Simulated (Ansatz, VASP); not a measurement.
# Hf4Br in VASP and in Ansatz

```
CELL_PARAMETERS angstrom
-3.11708 3.11708 3.11708
3.11708 -3.11708 3.11708
3.11708 3.11708 -3.11708
ATOMIC_POSITIONS crystal
Hf 0.00000 0.00000 0.50000
Hf 0.50000 0.00000 0.00000
Hf 0.00000 0.50000 0.00000
Hf 0.50000 0.50000 0.50000
Br 0.00000 0.00000 0.00000
```

Change from the starting cell: species swapped into the H4C type (I-43m, No. 217).

Alike in both runs: functional PBE; k mesh 8 × 8 × 8; occupations gaussian, width 0.1 eV; no spin polarisation.

Ansatz relaxed the structure, and its values are those at the end. VASP's run is a single point on that final structure, the one shown.

```csv
,VASP,Ansatz
version,VASP 6.6.1,Ansatz 0.2.0
potentials or method,"VASP PAW PBE potentials, release 64 (Hf_pv, Br), cutoff 520 eV","scalar-relativistic, plane waves, PAW"
valence electrons in the cell,47,111
```

Ansatz gave:

| Item | Value |
| --- | --- |
| gap on the k mesh at the Fermi level (eV) | none |
| pressure (GPa) | 0.0 |

**Question.** Which values does VASP return?

**Answer.** gap on the k mesh at the Fermi level (eV): none; pressure (GPa): -0.4.

A gap of «none» marks a metal or a gap that the smearing closes. VASP's potentials hold 47 valence electrons a cell and Ansatz's 111, so a difference there can come from the potentials and not from the codes.

Spin-orbit coupling is off throughout.
